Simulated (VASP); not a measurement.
Set up this calculation in VASP 6.6.1, as the native input.

| Property | Result |
| --- | --- |
| Task | single point |
| Functional | LDA |
| Potentials or basis | VASP PAW LDA potentials, release 64 (Ga_d, P) |
| Cutoff | 520 eV |
| k mesh | 6 × 6 × 6 |
| Occupations | fermi-dirac, width 0.02 eV |
| Spin | no spin polarisation |
| Dipole correction | no |
| Further INCAR settings | ALGO = Normal; EDIFF = 1e-06; NBANDS = 16 |

The structure of GaP lies in POSCAR:

```
GaP
1.0
    0.0000000000      2.5585352627      2.5585352627
    2.5585352627      0.0000000000      2.5585352627
    2.5585352627      2.5585352627      0.0000000000
Ga P
1 1
Direct
    0.0000000000      0.0000000000      0.0000000000
    0.5000000000      0.5000000000      0.5000000000
```

One way to write it, as run:

INCAR

```
PREC = Accurate
ENCUT = 520
EDIFF = 1E-6
ISMEAR = -1
SIGMA = 0.02
LREAL = False
LASPH = True
NELM = 60
ALGO = Normal
ISIF = 2
LWAVE = False
LCHARG = False
GGA = CA
NBANDS = 16
```

KPOINTS

```
regular mesh
0
Gamma
  6 6 6
```

Potentials or basis: VASP PAW LDA potentials, release 64 (Ga_d, P).

The run is started by

```console
$ cat potpaw_LDA.64/Ga_d/POTCAR potpaw_LDA.64/P/POTCAR > POTCAR
$ mpirun -np 1 vasp_std > vasp.out
```

Results of the run:

```
Pressure               : -3.7 GPa
Band gap on the k mesh : zero (band 9 reaches 7.14 eV, above the bottom of band 10 at 3.82 eV)
```

Run time: 7.2 s on 1 thread of Intel(R) Xeon(R) Platinum 8259CL CPU @ 2.50GHz (Skylake/Cascade Lake), on a shared host, peak memory 0.13 GiB.
